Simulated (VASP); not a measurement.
# KMgF3 (Pm-3m) in VASP: notebook

KMgF3 is run at these levels: PBE, RPBE, BLYP; tasks: single point.

Everything below comes from runs of VASP 6.6.1. Logs are shortened: lines on timing, memory, paths and dates and some standing lists are left out, and cuts for length are marked.

## Step 1: The cell of the first run

It takes space group Pm-3m (No. 221, cubic). Conventional cell: a = 3.986 Å, b = 3.986 Å, c = 3.986 Å, α = 90.00°, β = 90.00°, γ = 90.00°. K (site symmetry m-3m) has 12 F at 2.82 Å and 8 Mg at 3.45 Å within 3.7 Å. Within 2.6 Å of Mg (site symmetry m-3m) lie 6 F at 1.99 Å. Within 2.6 Å of F (site symmetry 4/mmm) lie 2 Mg at 1.99 Å.

## Step 2: Single point, PBE

File INCAR:

```
PREC     = Accurate       # precision mode
ENCUT    = 520            # plane-wave cutoff, eV
EDIFF    = 1E-7           # SCF threshold, eV
ISMEAR   = -1             # smearing method
SIGMA    = 0.05           # smearing width, eV
LREAL    = F              # projectors in reciprocal space
LASPH    = T              # aspherical terms in the spheres
NELM     = 100            # most SCF steps
ALGO     = Normal         # electronic algorithm
ISIF     = 2              # what is computed and relaxed
LWAVE    = F              # write WAVECAR
LCHARG   = F              # write CHGCAR
GGA      = PE             # functional
NBANDS   = 24             # bands
```

File KPOINTS:

```
regular mesh
0
Gamma
  7 7 7
```

File POSCAR:

```
KMgF3
1.0
    3.9859000000      0.0000000000      0.0000000000
    0.0000000000      3.9859000000      0.0000000000
    0.0000000000      0.0000000000      3.9859000000
K Mg F
1 1 3
Direct
    0.5000000000      0.5000000000      0.5000000000
    0.0000000000      0.0000000000      0.0000000000
    0.0000000000      0.0000000000      0.5000000000
    0.0000000000      0.5000000000      0.0000000000
    0.5000000000      0.0000000000      0.0000000000
```

Potentials or basis: VASP PAW PBE potentials, release 64 (K_sv, Mg, F).

Command:

```
$ cat potpaw_PBE.64/K_sv/POTCAR potpaw_PBE.64/Mg/POTCAR potpaw_PBE.64/F/POTCAR > POTCAR
$ mpirun -np 1 vasp_std > vasp.out
```

OUTCAR:

```text
PREC = Accurate
   ENCUT = 520
   EDIFF = 1E-7
   ISMEAR = -1
   LREAL = F
   LASPH = T
   NELM = 100
   ISIF = 2
   GGA = PE

 ion  position               nearest neighbor table
   1  0.500  0.500  0.500-   3 2.82   4 2.82   5 2.82   4 2.82   5 2.82   3 2.82   5 2.82   5 2.82
                             3 2.82   4 2.82   4 2.82   3 2.82   2 3.45   2 3.45   2 3.45   2 3.45
   2  0.000  0.000  0.000-   3 1.99   4 1.99   5 1.99   3 1.99   4 1.99   5 1.99   1 3.45   1 3.45
                             1 3.45   1 3.45   1 3.45   1 3.45   1 3.45   1 3.45
   3  0.000  0.000  0.500-   2 1.99   2 1.99   1 2.82   1 2.82   1 2.82   1 2.82
   4  0.000  0.500  0.000-   2 1.99   2 1.99   1 2.82   1 2.82   1 2.82   1 2.82
   5  0.500  0.000  0.000-   2 1.99   2 1.99   1 2.82   1 2.82   1 2.82   1 2.82

  LATTYP: Found a simple cubic cell.
 ALAT       =     3.9859000000

  Lattice vectors:

 A1 = (   3.9859000000,   0.0000000000,   0.0000000000)
 A2 = (   0.0000000000,   3.9859000000,   0.0000000000)
 A3 = (   0.0000000000,   0.0000000000,   3.9859000000)

Analysis of symmetry for initial positions (statically):
=====================================================================
 Subroutine PRICEL returns:
 Original cell was already a primitive cell.

 Routine SETGRP: Setting up the symmetry group for a
 simple cubic supercell.

 Subroutine GETGRP returns: Found 48 space group operations
 (whereof 48 operations were pure point group operations)
 out of a pool of 48 trial point group operations.

The static configuration has the point symmetry O_h .

Analysis of symmetry for dynamics (positions and initial velocities):
=====================================================================
 Subroutine PRICEL returns:
 Original cell was already a primitive cell.

 Routine SETGRP: Setting up the symmetry group for a
 simple cubic supercell.

 Subroutine GETGRP returns: Found 48 space group operations
 (whereof 48 operations were pure point group operations)
 out of a pool of 48 trial point group operations.

The dynamic configuration has the point symmetry O_h .

 Subroutine INISYM returns: Found 48 space group operations
 (whereof 48 operations are pure point group operations),
 and found     1 'primitive' translations

----------------------------------------------------------------------------------------

                                     Primitive cell

  volume of cell :      63.3256

  direct lattice vectors                    reciprocal lattice vectors
     3.985900000  0.000000000  0.000000000     0.250884367  0.000000000  0.000000000
     0.000000000  3.985900000  0.000000000     0.000000000  0.250884367  0.000000000
     0.000000000  0.000000000  3.985900000     0.000000000  0.000000000  0.250884367

  length of vectors
     3.985900000  3.985900000  3.985900000     0.250884367  0.250884367  0.250884367

  position of ions in fractional coordinates (direct lattice)
     0.500000000  0.500000000  0.500000000
     0.000000000  0.000000000  0.000000000
     0.000000000  0.000000000  0.500000000
     0.000000000  0.500000000  0.000000000
     0.500000000  0.000000000  0.000000000

  ion indices of the primitive-cell ions
   primitive index   ion index
                 1           1
                 2           2
                 3           3
                 4           4
                 5           5

----------------------------------------------------------------------------------------

 KPOINTS: regular mesh

Automatic generation of k-mesh.
 Grid dimensions read from file:
 generate k-points for:    7    7    7

 Generating k-lattice:

  Cartesian coordinates                     Fractional coordinates (reciprocal lattice)
     0.035840624  0.000000000  0.000000000     0.142857143  0.000000000  0.000000000
     0.000000000  0.035840624  0.000000000     0.000000000  0.142857143  0.000000000
     0.000000000  0.000000000  0.035840624     0.000000000  0.000000000  0.142857143

  Length of vectors
     0.035840624  0.035840624  0.035840624

  Shift w.r.t. Gamma in fractional coordinates (k-lattice)
     0.000000000  0.000000000  0.000000000

 Subroutine IBZKPT returns following result:
 ===========================================

 Found     20 irreducible k-points:

 Following reciprocal coordinates:
            Coordinates               Weight
  0.000000  0.000000  0.000000      1.000000
  0.142857  0.000000  0.000000      6.000000
  0.285714  0.000000  0.000000      6.000000
  0.428571  0.000000  0.000000      6.000000
  0.142857  0.142857  0.000000     12.000000
  0.285714  0.142857  0.000000     24.000000
[... 12 lines left out ...]
  0.428571  0.428571  0.285714     24.000000
  0.428571  0.428571  0.428571      8.000000
   k-points           NKPTS =     20   k-points in BZ     NKDIM =     20   number of bands    NBANDS=     24
   number of dos      NEDOS =    301   number of ions     NIONS =      5
   total plane-waves  NPLWV =  27000
   dimension x,y,z NGX =    30 NGY =   30 NGZ =   30
   dimension x,y,z NGXF=    60 NGYF=   60 NGZF=   60
   ions per type =               1   1   3
   NGX,Y,Z   is equivalent  to a cutoff of  12.51, 12.51, 12.51 a.u.
   NGXF,Y,Z  is equivalent  to a cutoff of  25.03, 25.03, 25.03 a.u.
 SYSTEM =  unknown system
   PREC   = accura    normal or accurate (medium, high low for compatibility)
   ISTART =      0    job   : 0-new  1-cont  2-samecut
   ICHARG =      2    charge: 1-file 2-atom 10-const
   ISPIN  =      1    spin polarized calculation?
   LNONCOLLINEAR =      F non collinear calculations
   LSORBIT =      F    spin-orbit coupling
   LASPH  =      T    aspherical Exc in radial PAW
   ENCUT  =  520.0 eV  38.22 Ry    6.18 a.u.   7.41  7.41  7.41*2*pi/ulx,y,z
   NELM   =    100;   NELMIN=  2; NELMDL= -5     # of ELM steps
   EDIFF  = 0.1E-06   stopping-criterion for ELM
   LREAL  =      F    real-space projection
   EDIFFG = 0.1E-05   stopping-criterion for IOM
   NSW    =      0    number of steps for IOM
   IBRION =     -1    ionic relax: 0-MD 1-quasi-New 2-CG
   NFREE  =      0    steps in history (QN), initial steepest desc. (CG)
   ISIF   =      2    stress and relaxation
   ISYM   =      2    0-nonsym 1-usesym 2-fastsym
   POTIM  = 0.5000    time-step for ionic-motion
   TEBEG  =    0.0;   TEEND  =   0.0 temperature during run
   PSTRESS=    0.0 pullay stress
   NELECT =      32.0000    total number of electrons
   NUPDOWN=      -1.0000    fix difference up-down
   EMIN   =  10.00;   EMAX   =-10.00  energy-range for DOS
   EFERMI =   0.00;   METHOD = LEGACY
   ISMEAR =    -1;   SIGMA  =   0.05  broadening in eV -4-tet -1-fermi 0-gaus
   EFERMI_NEDOS =   21; number of points for ismear=-14 and -15
   IALGO  =     38    algorithm
   IMIX   =      4    mixing-type and parameters
     AMIX     =   0.40;   BMIX     =  1.00
     AMIX_MAG =   1.60;   BMIX_MAG =  1.00
  volume/ion in A,a.u.               =      12.67        85.47
  Fermi-wavevector in a.u.,A,eV,Ry     =   1.303962  2.464132 23.134232  1.700318
  Thomas-Fermi vector in A             =   2.434930
   LORBIT       =      0    0 simple, 1 ext, 2 COOP (PROOUT), +10 PAW based schemes
   GGA     = PE    functional components
   LHFCALC =     F    Hartree Fock is set to
   AEXX    =    0.0000 exact exchange contribution
   IVDW    =     0    specifies the selected vdW correction
   LEPSILON=     F    determine dielectric tensor
   LRPA    =     F    only Hartree local field effects (RPA)
 non-spin polarized calculation
  energy-cutoff  :      520.00
  volume of cell :       63.33
 maximum number of plane-waves:      1743
 NGX is ok and might be reduce to    30
   NGX = 15   NGY = 15   NGZ = 15

 number of electron      31.9999958 magnetization

 Free energy of the ion-electron system (eV)
  ---------------------------------------------------
  ext. energy  EPLUGINS =         0.00000000
  ---------------------------------------------------
  free energy    TOTEN  =       -24.41453925 eV

  energy without entropy =      -24.41453925  energy(sigma->0) =      -24.41453925

 E-fermi :  -0.5026     XC(G=0):  -9.6841

 val. band max:       -1.6338399359   @ k =   0.4286   0.4286   0.4286
 cond. band min:       5.7036383709   @ k =   0.0000   0.0000   0.0000
 fundamental gap:      7.3374783068
 Fermi energy:        -0.5026378326

 k-point     1 :       0.0000    0.0000    0.0000
  band No.  band energies     occupation
      1     -27.2548      2.00000
      2     -21.7203      2.00000
      3     -21.0668      2.00000
      4     -21.0668      2.00000
      5     -10.7470      2.00000
      6     -10.7470      2.00000
[... 16 lines left out ...]
     23      12.4127      0.00000
     24      15.3206      0.00000

 k-point     2 :       0.1429    0.0000    0.0000
  band No.  band energies     occupation
      1     -27.2495      2.00000
      2     -21.6982      2.00000
      3     -21.0941      2.00000
      4     -21.0649      2.00000
      5     -10.7443      2.00000
      6     -10.7367      2.00000
[... 16 lines left out ...]
     23      12.4144      0.00000
     24      15.2236      0.00000

 k-point     3 :       0.2857    0.0000    0.0000
  band No.  band energies     occupation
      1     -27.2375      2.00000
      2     -21.6391      2.00000
      3     -21.1644      2.00000
      4     -21.0611      2.00000
      5     -10.7381      2.00000
      6     -10.7133      2.00000
[... 16 lines left out ...]
     23      12.3457      0.00000
     24      14.9647      0.00000
[... 406 lines left out ...]
 k-point    19 :       0.4286    0.4286    0.2857
  band No.  band energies     occupation
      1     -27.1995      2.00000
      2     -21.3211      2.00000
      3     -21.2473      2.00000
      4     -21.2208      2.00000
      5     -10.8807      2.00000
      6     -10.8760      2.00000
[... 16 lines left out ...]
     23      13.2941      0.00000
     24      13.3895      0.00000

 k-point    20 :       0.4286    0.4286    0.4286
  band No.  band energies     occupation
      1     -27.1947      2.00000
      2     -21.2784      2.00000
      3     -21.2403      2.00000
      4     -21.2403      2.00000
      5     -10.9154      2.00000
      6     -10.9154      2.00000
[... 16 lines left out ...]
     23      13.5807      0.00000
     24      13.7784      0.00000

------------------------ aborting loop because EDIFF is reached ----------------------------------------

  FORCE on cell =-STRESS in cart. coord.  units (eV):
  Direction    XX          YY          ZZ          XY          YZ          ZX
  --------------------------------------------------------------------------------------
  -------------------------------------------------------------------------------------
  Total        1.3325971      1.3325971      1.3325971      0.0000000     -0.0000000      0.0000000
  in kB       33.7155501     33.7155501     33.7155501      0.0000000     -0.0000000      0.0000000
  external PRESSURE =      33.7155501 kB  Pullay stress =       0.0000000 kB

 VOLUME and BASIS-vectors are now :
 -----------------------------------------------------------------------------
  energy-cutoff  :      520.00
  volume of cell :       63.33
      direct lattice vectors                 reciprocal lattice vectors
     3.985900000  0.000000000  0.000000000     0.250884367  0.000000000  0.000000000
     0.000000000  3.985900000  0.000000000     0.000000000  0.250884367  0.000000000
     0.000000000  0.000000000  3.985900000     0.000000000  0.000000000  0.250884367

 POSITION                                       TOTAL-FORCE (eV/Angst)
 -----------------------------------------------------------------------------------
      1.99295      1.99295      1.99295         0.000000      0.000000      0.000000
      0.00000      0.00000      0.00000         0.000000      0.000000      0.000000
      0.00000      0.00000      1.99295         0.000000      0.000000      0.000000
      0.00000      1.99295      0.00000         0.000000      0.000000      0.000000
      1.99295      0.00000      0.00000         0.000000      0.000000      0.000000
 -----------------------------------------------------------------------------------
    total drift:                                0.000000     -0.000000      0.000000

  FREE ENERGIE OF THE ION-ELECTRON SYSTEM (eV)
  ---------------------------------------------------
  free  energy   TOTEN  =       -24.4145392464 eV

  energy  without entropy=      -24.4145392463  energy(sigma->0) =      -24.41453925
```

It took 31 s on 1 thread of Intel Xeon 8259CL, shared host; peak memory 0.18 GiB.

What came out:

```yaml
Free_energy: -24.4145 eV
Pressure: 3.4 GPa
Band_gap_on_the_k_mesh: 7.34 eV (least direct gap 7.63 eV)
```

Levels at points of the mesh, in eV from the valence-band top:
```
           k point  band 12  band 13  band 14  band 15  band 16  band 17  band 18  band 19  band 20  band 21
(0.00, 0.00, 0.00)    -0.59    -0.59    -0.29    -0.29    -0.29     7.34    10.11    10.11    12.27    12.27
```

Caveat: the cell stands under pressure; an odd mesh through Γ misses points on the zone boundary, where band edges can lie.

## Step 3: Single point, RPBE

File INCAR:

```
SYSTEM = KMgF3
PREC = Accurate ; ENCUT = 520
EDIFF = 1E-6 ; ISMEAR = -1
SIGMA = 0.05 ; LREAL = .False.
LASPH = .True. ; NELM = 60
ALGO = Normal ; ISIF = 2
LWAVE = .False. ; LCHARG = .False.
GGA = RP ; NBANDS = 24
```

File KPOINTS:

```
Automatic mesh
0
Gamma
  7 7 7
  0 0 0
```

POSCAR is that of step 2.

Potentials or basis: VASP PAW PBE potentials, release 64 (K_sv, Mg, F).

Command:

```
$ cat potpaw_PBE.64/K_sv/POTCAR potpaw_PBE.64/Mg/POTCAR potpaw_PBE.64/F/POTCAR > POTCAR
$ mpirun -np 1 vasp_std > vasp.out
```

Run time: 31 s. Hardware: 1 thread of Intel Xeon 8259CL, shared host; peak memory 0.18 GiB.

It converged, with:

| Item | Value |
| --- | --- |
| Free energy | -23.0746 eV |
| Pressure | 7.6 GPa |
| Band gap on the k mesh | 7.64 eV (least direct gap 7.92 eV) |

Levels at points of the mesh, in eV from the valence-band top:
```csv
k point,band 12,band 13,band 14,band 15,band 16,band 17,band 18,band 19,band 20,band 21
"(0.00, 0.00, 0.00)",-0.58,-0.58,-0.29,-0.29,-0.29,7.64,10.33,10.33,12.39,12.39
```

Caveat: the cell stands under pressure; the PAW data sets were made with another functional, which shifts forces and pressure a little; an odd mesh through Γ misses points on the zone boundary, where band edges can lie.

## Step 4: Single point, BLYP

File INCAR:

```
AGGAC = 1.0 ; AGGAX = 1.0
ALDAC = 0.0 ; ALDAX = 1.0
ALGO = Normal ; EDIFF = 1E-6
ENCUT = 520 ; GGA = B5
ISIF = 2 ; ISMEAR = -1
LASPH = True ; LCHARG = False
LREAL = False ; LWAVE = False
NBANDS = 24 ; NELM = 60
PREC = Accurate ; SIGMA = 0.05
```

File KPOINTS:

```
k-points
0
Gamma
  7 7 7
```

POSCAR is that of step 3.

Command:

```
$ cat potpaw_PBE.64/K_sv/POTCAR potpaw_PBE.64/Mg/POTCAR potpaw_PBE.64/F/POTCAR > POTCAR
$ mpirun -np 1 vasp_std > vasp.out
```

Run time: 43 s. Hardware: 1 thread of Intel Xeon 8259CL, shared host; peak memory 0.18 GiB.

Results (log left out):

* Free energy: -23.8464 eV
* Pressure: 4.6 GPa
* Band gap on the k mesh: 7.47 eV (least direct gap 7.76 eV)

Levels at points of the mesh, in eV from the valence-band top:
| k point | band 12 | band 13 | band 14 | band 15 | band 16 | band 17 | band 18 | band 19 | band 20 | band 21 |
| --- | --- | --- | --- | --- | --- | --- | --- | --- | --- | --- |
| (0.00, 0.00, 0.00) | -0.59 | -0.59 | -0.29 | -0.29 | -0.29 | 7.47 | 10.19 | 10.19 | 12.32 | 12.32 |

Caveat: the cell stands under pressure; the PAW data sets were made with another functional, which shifts forces and pressure a little; an odd mesh through Γ misses points on the zone boundary, where band edges can lie.

## Step 5: Overview

```csv
level,gap on the mesh (eV),pressure (GPa)
PBE,7.34,3.4
RPBE,7.64,7.6
BLYP,7.47,4.6
```

Alike in all rows: task single point; potentials or basis VASP PAW PBE potentials, release 64 (K_sv, Mg, F); no spin polarisation; cell as given; k mesh 7 × 7 × 7; cutoff (eV) 520; smearing fermi-dirac 0.05 eV.

On the cell as given the gap runs from 7.34 eV (PBE) to 7.64 eV (RPBE). The pressure there spans 3.4 GPa (PBE) to 7.6 GPa (RPBE); a positive pressure means that this level wants a larger cell, a negative one a smaller.

Caveats: the cell stands under pressure; an odd mesh through Γ misses points on the zone boundary, where band edges can lie; the PAW data sets were made with another functional, which shifts forces and pressure a little (at least some runs).

Total energies depend on the potentials used, so only differences within one code and one set of settings carry meaning.
